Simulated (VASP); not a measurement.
A run of VASP 6.6.1:

INCAR

```
PREC = Accurate
ENCUT = 520
EDIFF = 1E-7
ISMEAR = 0
SIGMA = 0.05
LREAL = F
LASPH = T
NELM = 100
ALGO = Normal
ISIF = 2
LWAVE = F
LCHARG = T
GGA = PS
LELF = T
LVHAR = T
NBANDS = 16
```

Contents of KPOINTS:

```
Automatic mesh
0
Gamma
  10 10 10
```

Contents of POSCAR:

```
NbAs
1.0
    0.0000000000      2.8524879326      2.8524879326
    2.8524879326      0.0000000000      2.8524879326
    2.8524879326      2.8524879326      0.0000000000
Nb As
1 1
Direct
    0.0000000000      0.0000000000      0.0000000000
    0.2500000000      0.2500000000      0.2500000000
```

Potentials or basis: VASP PAW PBE potentials, release 64 (Nb_sv, As).

Run with:

```sh
$ cat potpaw_PBE.64/Nb_sv/POTCAR potpaw_PBE.64/As/POTCAR > POTCAR
$ mpirun -np 1 vasp_std > vasp.out
```

Hardware: 1 thread of Intel(R) Xeon(R) 6975P-C (Granite Rapids), with other jobs on the host.

Problem. How long does it take, and how much memory?

Solution. Wall time 26 s on 1 thread of Intel(R) Xeon(R) 6975P-C (Granite Rapids), on a shared host, peak memory 0.19 GiB. Counts: scf iterations 13, k points 47.
